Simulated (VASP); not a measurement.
# TiAl in VASP: a series of runs

The runs below take TiAl through single point, with PBEsol.

All numbers are computed with VASP 6.6.1; they aren't measurements. Logs are shortened: lines on timing, memory, paths and dates and some standing lists are left out, and cuts for length are marked.

### Step 1. The cell of the first run

It takes space group Pmmm (No. 47, orthorhombic). The conventional cell has a = 3.156 Å, b = 3.272 Å, c = 3.504 Å, α = 90.00°, β = 90.00°, γ = 90.00°. Within 3.8 Å of Ti (site symmetry mmm) lie 8 Al at 2.87 Å and 6 Ti at 3.16 to 3.50 Å. Al (site symmetry mmm) has 8 Ti at 2.87 Å and 6 Al at 3.16 to 3.50 Å within 3.8 Å.

### Step 2. Single point, PBEsol (normal strain along x +0.0367, normal strain along y +0.1100)

INCAR reads:

```
SYSTEM = TiAl
PREC = Accurate ; ENCUT = 520
EDIFF = 1E-6 ; ISMEAR = 0
SIGMA = 0.15 ; LREAL = .False.
LASPH = .True. ; NELM = 100
ALGO = Fast ; ISIF = 2
LWAVE = .False. ; LCHARG = .False.
GGA = PS ; NBANDS = 14
```

KPOINTS reads:

```
Automatic mesh
0
Gamma
  14 14 14
  0 0 0
```

POSCAR reads:

```
TiAl
1.0
    3.2722149480      0.0000000000      0.0000000000
    0.0000000000      3.5035773052      0.0000000000
    0.0000000000      0.0000000000      3.1563759506
Ti Al
1 1
Direct
    0.0000000000      0.0000000000      0.0000000000
    0.5000000000      0.5000000000      0.5000000000
```

Potentials or basis: VASP PAW PBE potentials, release 64 (Ti_sv, Al).

Command:

```
cat potpaw_PBE.64/Ti_sv/POTCAR potpaw_PBE.64/Al/POTCAR > POTCAR
mpirun -np 1 vasp_std > vasp.out
```

OUTCAR:

```text
SYSTEM = TiAl
   PREC = Accurate
   ENCUT = 520
   EDIFF = 1E-6
   ISMEAR = 0
   LREAL = .False.
   LASPH = .True.
   NELM = 100
   ISIF = 2
   GGA = PS

 ion  position               nearest neighbor table
   1  0.000  0.000  0.000-   2 2.87   2 2.87   2 2.87   2 2.87   2 2.87   2 2.87   2 2.87   2 2.87

   2  0.500  0.500  0.500-   1 2.87   1 2.87   1 2.87   1 2.87   1 2.87   1 2.87   1 2.87   1 2.87

  LATTYP: Found a simple orthorhombic cell.
 ALAT       =     3.1563759506
 B/A-ratio  =     1.0367000000
 C/A-ratio  =     1.1100000000

  Lattice vectors:

 A1 = (   0.0000000000,   0.0000000000,   3.1563759506)
 A2 = (   3.2722149480,   0.0000000000,   0.0000000000)
 A3 = (   0.0000000000,   3.5035773052,   0.0000000000)

Analysis of symmetry for initial positions (statically):
=====================================================================
 Subroutine PRICEL returns:
 Original cell was already a primitive cell.

 Routine SETGRP: Setting up the symmetry group for a
 simple orthorhombic supercell.

 Subroutine GETGRP returns: Found  8 space group operations
 (whereof  8 operations were pure point group operations)
 out of a pool of  8 trial point group operations.

The static configuration has the point symmetry D_2h.

Analysis of symmetry for dynamics (positions and initial velocities):
=====================================================================
 Subroutine PRICEL returns:
 Original cell was already a primitive cell.

 Routine SETGRP: Setting up the symmetry group for a
 simple orthorhombic supercell.

 Subroutine GETGRP returns: Found  8 space group operations
 (whereof  8 operations were pure point group operations)
 out of a pool of  8 trial point group operations.

The dynamic configuration has the point symmetry D_2h.

 Subroutine INISYM returns: Found  8 space group operations
 (whereof  8 operations are pure point group operations),
 and found     1 'primitive' translations

----------------------------------------------------------------------------------------

                                     Primitive cell

  volume of cell :      36.1861

  direct lattice vectors                    reciprocal lattice vectors
     3.272214948  0.000000000  0.000000000     0.305603396  0.000000000  0.000000000
     0.000000000  3.503577305  0.000000000     0.000000000  0.285422559  0.000000000
     0.000000000  0.000000000  3.156375951     0.000000000  0.000000000  0.316819040

  length of vectors
     3.272214948  3.503577305  3.156375951     0.305603396  0.285422559  0.316819040

  position of ions in fractional coordinates (direct lattice)
     0.000000000  0.000000000  0.000000000
     0.500000000  0.500000000  0.500000000

  ion indices of the primitive-cell ions
   primitive index   ion index
                 1           1
                 2           2

----------------------------------------------------------------------------------------

 KPOINTS: Automatic mesh

Automatic generation of k-mesh.
 Grid dimensions read from file:
 generate k-points for:   14   14   14

 Generating k-lattice:

  Cartesian coordinates                     Fractional coordinates (reciprocal lattice)
     0.021828814  0.000000000  0.000000000     0.071428571  0.000000000  0.000000000
     0.000000000  0.020387326  0.000000000     0.000000000  0.071428571  0.000000000
     0.000000000  0.000000000  0.022629931     0.000000000  0.000000000  0.071428571

  Length of vectors
     0.021828814  0.020387326  0.022629931

  Shift w.r.t. Gamma in fractional coordinates (k-lattice)
     0.000000000  0.000000000  0.000000000

 Subroutine IBZKPT returns following result:
 ===========================================

 Found    512 irreducible k-points:

 Following reciprocal coordinates:
            Coordinates               Weight
  0.000000  0.000000  0.000000      1.000000
  0.071429  0.000000  0.000000      2.000000
  0.142857  0.000000  0.000000      2.000000
  0.214286  0.000000  0.000000      2.000000
  0.285714  0.000000  0.000000      2.000000
  0.357143  0.000000  0.000000      2.000000
[... 16 lines left out ...]
  0.428571  0.142857  0.000000      4.000000
  0.500000  0.142857  0.000000      2.000000
 [... further k-points ...]
   k-points           NKPTS =    512   k-points in BZ     NKDIM =    512   number of bands    NBANDS=     14
   number of dos      NEDOS =    301   number of ions     NIONS =      2
   total plane-waves  NPLWV =  16128
   dimension x,y,z NGX =    24 NGY =   28 NGZ =   24
   dimension x,y,z NGXF=    48 NGYF=   56 NGZF=   48
   ions per type =               1   1
   NGX,Y,Z   is equivalent  to a cutoff of  12.19, 13.29, 12.64 a.u.
   NGXF,Y,Z  is equivalent  to a cutoff of  24.39, 26.57, 25.28 a.u.
 SYSTEM =  TiAl
   PREC   = accura    normal or accurate (medium, high low for compatibility)
   ISTART =      0    job   : 0-new  1-cont  2-samecut
   ICHARG =      2    charge: 1-file 2-atom 10-const
   ISPIN  =      1    spin polarized calculation?
   LNONCOLLINEAR =      F non collinear calculations
   LSORBIT =      F    spin-orbit coupling
   LASPH  =      T    aspherical Exc in radial PAW
   ENCUT  =  520.0 eV  38.22 Ry    6.18 a.u.   6.08  6.51  5.87*2*pi/ulx,y,z
   NELM   =    100;   NELMIN=  2; NELMDL= -5     # of ELM steps
   EDIFF  = 0.1E-05   stopping-criterion for ELM
   LREAL  =      F    real-space projection
   EDIFFG = 0.1E-04   stopping-criterion for IOM
   NSW    =      0    number of steps for IOM
   IBRION =     -1    ionic relax: 0-MD 1-quasi-New 2-CG
   NFREE  =      0    steps in history (QN), initial steepest desc. (CG)
   ISIF   =      2    stress and relaxation
   ISYM   =      2    0-nonsym 1-usesym 2-fastsym
   POTIM  = 0.5000    time-step for ionic-motion
   TEBEG  =    0.0;   TEEND  =   0.0 temperature during run
   PSTRESS=    0.0 pullay stress
   NELECT =      15.0000    total number of electrons
   NUPDOWN=      -1.0000    fix difference up-down
   EMIN   =  10.00;   EMAX   =-10.00  energy-range for DOS
   EFERMI =   0.00;   METHOD = LEGACY
   ISMEAR =     0;   SIGMA  =   0.15  broadening in eV -4-tet -1-fermi 0-gaus
   EFERMI_NEDOS =   21; number of points for ismear=-14 and -15
   IALGO  =     68    algorithm
   IMIX   =      4    mixing-type and parameters
     AMIX     =   0.40;   BMIX     =  1.00
     AMIX_MAG =   1.60;   BMIX_MAG =  1.00
  volume/ion in A,a.u.               =      18.09       122.10
  Fermi-wavevector in a.u.,A,eV,Ry     =   1.220650  2.306694 20.272497  1.489986
  Thomas-Fermi vector in A             =   2.355860
   LORBIT       =      0    0 simple, 1 ext, 2 COOP (PROOUT), +10 PAW based schemes
   GGA     = PS    functional components
   LHFCALC =     F    Hartree Fock is set to
   AEXX    =    0.0000 exact exchange contribution
   IVDW    =     0    specifies the selected vdW correction
   LEPSILON=     F    determine dielectric tensor
   LRPA    =     F    only Hartree local field effects (RPA)
 non-spin polarized calculation
 RMM-DIIS sequential band-by-band and
 Gauss-broadening in eV      SIGMA  =   0.15
  energy-cutoff  :      520.00
  volume of cell :       36.19
 maximum number of plane-waves:       998
   NGX = 13   NGY = 13   NGZ = 11

 number of electron      14.9999998 magnetization

 Free energy of the ion-electron system (eV)
  ---------------------------------------------------
  ext. energy  EPLUGINS =         0.00000000
  ---------------------------------------------------
  free energy    TOTEN  =       -12.81479140 eV

  energy without entropy =      -12.78190299  energy(sigma->0) =      -12.79834720

 E-fermi :   7.4145     XC(G=0): -10.6818

 val. band max:        7.4135309750   @ k =   0.2857   0.0714   0.0000
 cond. band min:       7.4180127095   @ k =   0.1429   0.1429   0.3571
 fundamental gap:      0.0044817345
 Fermi energy:         7.4144903993

 k-point     1 :       0.0000    0.0000    0.0000
  band No.  band energies     occupation
      1     -49.4245      2.00000
      2     -25.7872      2.00000
      3     -25.7253      2.00000
      4     -25.6665      2.00000
      5      -1.2577      2.00000
      6       6.1745      2.00000
      7       6.3702      2.00000
      8       8.8218      0.00000
      9       9.0111      0.00000
     10       9.2576      0.00000
     11      10.0196      0.00000
     12      11.6349      0.00000
     13      12.6040      0.00000
     14      15.2721      0.00000

 k-point     2 :       0.0714    0.0000    0.0000
  band No.  band energies     occupation
      1     -49.4240      2.00000
      2     -25.7866      2.00000
      3     -25.7314      2.00000
      4     -25.6660      2.00000
      5      -1.1824      2.00000
      6       6.1844      2.00000
      7       6.3568      2.00000
      8       8.5968      0.00000
      9       9.0196      0.00000
     10       9.1713      0.00000
     11      10.3014      0.00000
     12      11.2452      0.00000
     13      12.7461      0.00000
     14      15.1749      0.00000

 k-point     3 :       0.1429    0.0000    0.0000
  band No.  band energies     occupation
      1     -49.4227      2.00000
      2     -25.7850      2.00000
      3     -25.7485      2.00000
      4     -25.6646      2.00000
      5      -0.9585      2.00000
      6       6.0899      2.00000
      7       6.3859      2.00000
      8       8.1889      0.00000
      9       8.9551      0.00000
     10       9.0435      0.00000
     11      10.5177      0.00000
     12      10.8819      0.00000
     13      13.1322      0.00000
     14      15.0249      0.00000
[... 324 lines left out ...]
 k-point    23 :       0.4286    0.1429    0.0000
  band No.  band energies     occupation
      1     -49.4143      2.00000
      2     -25.8398      2.00000
      3     -25.7874      2.00000
      4     -25.6560      2.00000
      5       1.4030      2.00000
      6       3.4471      2.00000
      7       6.6589      2.00000
      8       7.0894      1.99782
      9       8.1579      0.00000
     10       9.0219      0.00000
     11      10.0289      0.00000
     12      12.4268      0.00000
     13      13.9401      0.00000
     14      16.1688      0.00000

 k-point    24 :       0.5000    0.1429    0.0000
  band No.  band energies     occupation
      1     -49.4138      2.00000
      2     -25.8457      2.00000
      3     -25.7868      2.00000
      4     -25.6555      2.00000
      5       1.8472      2.00000
      6       2.9335      2.00000
      7       6.7218      2.00000
      8       7.0397      1.99959
      9       8.1153      0.00000
     10       9.0333      0.00000
     11      10.0685      0.00000
     12      12.7962      0.00000
     13      13.5479      0.00000
     14      16.0275      0.00000

 [... further k-points ...]
[... 5 lines left out ...]
  --------------------------------------------------------------------------------------
  -------------------------------------------------------------------------------------
  Total       -3.2431220     -1.9717391     -3.2011868      0.0000000      0.0000000      0.0000000
  in kB     -143.5924536    -87.3007082   -141.7357306      0.0000000      0.0000000      0.0000000
  external PRESSURE =    -124.2096308 kB  Pullay stress =       0.0000000 kB

 VOLUME and BASIS-vectors are now :
 -----------------------------------------------------------------------------
  energy-cutoff  :      520.00
  volume of cell :       36.19
      direct lattice vectors                 reciprocal lattice vectors
     3.272214948  0.000000000  0.000000000     0.305603396  0.000000000  0.000000000
     0.000000000  3.503577305  0.000000000     0.000000000  0.285422559  0.000000000
     0.000000000  0.000000000  3.156375951     0.000000000  0.000000000  0.316819040

 POSITION                                       TOTAL-FORCE (eV/Angst)
 -----------------------------------------------------------------------------------
      0.00000      0.00000      0.00000         0.000000      0.000000      0.000000
      1.63611      1.75179      1.57819         0.000000      0.000000      0.000000
 -----------------------------------------------------------------------------------
    total drift:                                0.000000      0.000000      0.000000

  FREE ENERGIE OF THE ION-ELECTRON SYSTEM (eV)
  ---------------------------------------------------
  free  energy   TOTEN  =       -12.8147914007 eV

  energy  without entropy=      -12.7819029931  energy(sigma->0) =      -12.79834720
```

Run time: 2.2 min. Hardware: 1 thread of Intel Xeon 6975P-C (Granite Rapids), shared host; peak memory 0.36 GiB.

What came out:

* Free energy: -12.8148 eV
* Pressure: -12.4 GPa

Caveat: the cell differs from its parent crystal (normal strain along x +0.0367, normal strain along y +0.1100); the PAW data sets were made with another functional, which shifts forces and pressure a little.

### Step 3. Single point, PBEsol (normal strain along x +0.0733, normal strain along y +0.1100)

INCAR reads:

```
ALGO     = Fast           # electronic algorithm
EDIFF    = 1E-6           # SCF threshold, eV
ENCUT    = 520            # plane-wave cutoff, eV
GGA      = PS             # functional
ISIF     = 2              # what is computed and relaxed
ISMEAR   = 0              # smearing method
LASPH    = T              # aspherical terms in the spheres
LCHARG   = F              # write CHGCAR
LREAL    = F              # projectors in reciprocal space
LWAVE    = F              # write WAVECAR
NBANDS   = 14             # bands
NELM     = 60             # most SCF steps
PREC     = Accurate       # precision mode
SIGMA    = 0.15           # smearing width, eV
```

KPOINTS reads:

```
k-points
0
Gamma
  14 14 14
```

Edit POSCAR of step 2 so:

```diff
@@ -2,3 +2,3 @@
 1.0
-    3.2722149480      0.0000000000      0.0000000000
+    3.3877383078      0.0000000000      0.0000000000
     0.0000000000      3.5035773052      0.0000000000
```

Potentials or basis: VASP PAW PBE potentials, release 64 (Ti_sv, Al).

Command:

```
cat potpaw_PBE.64/Ti_sv/POTCAR potpaw_PBE.64/Al/POTCAR > POTCAR
mpirun -np 1 vasp_std > vasp.out
```

It took 3 min on 1 thread of Intel Xeon 6975P-C (Granite Rapids), shared host; peak memory 0.37 GiB.

It converged, with:

* Free energy: -12.6966 eV
* Pressure: -14.4 GPa

Stress tensor (GPa, compression positive):
```
-15.20   0.00   0.00
  0.00 -11.97   0.00
  0.00   0.00 -15.94
```

Levels at points of the mesh, in eV from the Fermi level:
```
           k point  band 5  band 6  band 7  band 8  band 9  band 10  band 11  band 12
(0.00, 0.00, 0.00)   -8.53   -1.16   -1.01    1.27    1.61     1.72     2.74     3.51
(0.50, 0.00, 0.00)   -5.82   -4.71   -0.43   -0.31    0.71     1.75     2.34     6.14
(0.00, 0.50, 0.00)   -6.08   -4.79   -0.47   -0.01    0.70     1.82     2.04     6.35
(0.50, 0.50, 0.00)   -4.93   -2.26   -2.12   -1.40    1.01     1.06     2.04     3.37
(0.00, 0.00, 0.50)   -5.19   -4.53   -0.24   -0.23    0.07     1.52     2.99     6.40
(0.50, 0.00, 0.50)   -4.26   -1.90   -1.54   -1.11    0.32     0.45     2.38     3.76
(0.00, 0.50, 0.50)   -4.45   -2.11   -1.61   -1.18    0.49     0.67     2.19     3.73
(0.50, 0.50, 0.50)   -2.60   -2.56   -2.55   -0.04    2.14     2.49     2.52     2.60
```

Caveat: the cell differs from its parent crystal (normal strain along x +0.0733, normal strain along y +0.1100); the PAW data sets were made with another functional, which shifts forces and pressure a little.

### Step 4. Single point, PBEsol (normal strain along x +0.0000, normal strain along y +0.1100)

INCAR reads:

```
PREC = Accurate
ENCUT = 520
EDIFF = 1E-6
ISMEAR = 0
SIGMA = 0.15
LREAL = F
LASPH = T
NELM = 60
ALGO = Fast
ISIF = 2
LWAVE = F
LCHARG = F
GGA = PS
NBANDS = 14
```

KPOINTS reads:

```
Automatic mesh
0
Gamma
  14 14 14
```

POSCAR reads:

```
TiAl
1.0
    3.1563759507      0.0000000000      0.0000000000
    0.0000000000      3.5035773053      0.0000000000
    0.0000000000      0.0000000000      3.1563759507
Ti Al
1 1
Direct
    0.0000000000      0.0000000000      0.0000000000
    0.5000000000      0.5000000000      0.5000000000
```

Command:

```
cat potpaw_PBE.64/Ti_sv/POTCAR potpaw_PBE.64/Al/POTCAR > POTCAR
mpirun -np 1 vasp_std > vasp.out
```

Run time: 1.8 min. Hardware: 1 thread of Intel Xeon 6975P-C (Granite Rapids), shared host; peak memory 0.25 GiB.

It converged, with:

* Free energy: -12.9212 eV
* Pressure: -9.9 GPa

Stress tensor (GPa, compression positive):
```
-12.19   0.00   0.00
  0.00  -5.32   0.00
  0.00   0.00 -12.19
```

Levels at points of the mesh, in eV from the Fermi level:
```tsv
k point	band 4	band 5	band 6	band 7	band 8	band 9	band 10	band 11	band 12	band 13
(0.00, 0.00, 0.00)	-33.01	-8.82	-1.33	-1.07	1.58	1.58	2.00	2.47	5.05	5.05
(0.50, 0.00, 0.00)	-32.99	-5.49	-4.78	-0.49	-0.34	0.58	1.81	3.10	6.27	7.39
(0.00, 0.50, 0.00)	-33.00	-6.38	-5.01	-0.53	0.53	0.53	2.04	2.10	6.67	8.99
(0.50, 0.50, 0.00)	-32.99	-4.89	-2.36	-1.84	-1.36	0.90	1.06	2.24	4.15	4.18
(0.50, 0.00, 0.50)	-33.09	-4.25	-1.63	-1.63	-1.12	0.28	0.28	2.82	4.30	4.87
(0.50, 0.50, 0.50)	-33.15	-2.74	-2.74	-2.71	0.36	2.33	2.59	2.84	2.94	2.94
```

Caveat: the cell differs from its parent crystal (normal strain along x +0.0000, normal strain along y +0.1100); the PAW data sets were made with another functional, which shifts forces and pressure a little.

(Continued in part 2 of 2.)
